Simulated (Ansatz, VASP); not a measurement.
# One calculation of Ru, two programs

```xyz
2
Lattice="0.0000 2.5818 2.5818 2.5818 0.0000 2.5818 2.5818 2.5818 0.0000" Properties=species:S:1:pos:R:3 pbc="T T T"
Ru   -0.6067   -0.6842   -0.6842
Ru    0.6067    0.6842    0.6842
```

Change from the starting cell: shortest bond scaled by 0.94, PAW files.

Alike in both runs: task electric field gradients; functional r2SCAN; k mesh 10 × 10 × 10; occupations fermi-dirac, width 0.05 eV; no spin polarisation.

```csv
,VASP,Ansatz
version,VASP 6.6.1,Ansatz 0.2.0
potentials or method,"VASP PAW PBE potentials, release 64 (Ru_pv)","PAW with Ansatz's default frozen-core files, scalar-relativistic"
plane-wave cutoff (eV),440,500
valence electrons in the cell,28,32
```

|  | VASP | Ansatz | Ansatz less VASP |
| --- | --- | --- | --- |
| pressure (GPa) | 39.1 | 36.9 | -2.25 |
| traceless stress, the component that is largest in VASP (GPa) | -10.73 | -9.28 | +1.448 |
| rms of the force components (eV/Å) | 1.932 | 1.681 | -0.2515 |
| size of Vzz on the site where it differs most (V/Å²) | 85.7 | 100.9 | +15.18 |

VASP's potentials were made for PBE, not for r2SCAN. Atom by atom the forces differ by 0.252 eV/Å (rms over components). Both programs put the cell under a high pressure, so it lies far from rest at this level. With one functional, cell and mesh, what is left measures potentials, basis and numerics. VASP's potentials hold 28 valence electrons a cell and Ansatz's 32, so a difference there can come from the potentials and not from the codes.
